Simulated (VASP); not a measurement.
# SrO: single point with PBE

SrO:

```xyz
2
Lattice="0.0000 2.6049 2.5663 2.6049 0.0000 2.5663 2.6049 2.6049 0.0000" Properties=species:S:1:pos:R:3 pbc="T T T"
Sr    2.6049    2.6049    2.5663
O     0.0000    0.0000    0.0000
```

| Property | Result |
| --- | --- |
| Program | VASP 6.6.1 |
| Task | single point |
| Functional | PBE |
| Potentials or basis | VASP PAW PBE potentials, release 64 (Sr_sv, O) |
| Cutoff | 600 eV |
| k mesh | 5 × 5 × 5 |
| Occupations | gaussian, width 0.01 eV |
| Spin | no spin polarisation |

- Pressure: 1.0 GPa
- Band gap on the k mesh: 3.40 eV (least direct gap 3.56 eV)

Stress tensor (GPa, compression positive):
```
0.40 0.00 0.00
0.00 0.40 0.00
0.00 0.00 2.30
```

Levels at points of the mesh, in eV from the valence-band top:
```csv
k point,band 4,band 5,band 6,band 7,band 8,band 9,band 10,band 11,band 12,band 13
"(0.00, 0.00, 0.00)",-14.18,-14.16,-0.05,-0.05,0.00,3.77,6.09,6.09,6.20,8.14
```

Run time: 26 s on 1 thread of AMD EPYC 7R43 64-Core Processor (Zen 3) (shared host), peak memory 0.14 GiB.

Caveat: an odd mesh through Γ misses points on the zone boundary, where band edges can lie. Expect the measured gap to be larger: semilocal functionals such as PBE lack the derivative discontinuity.
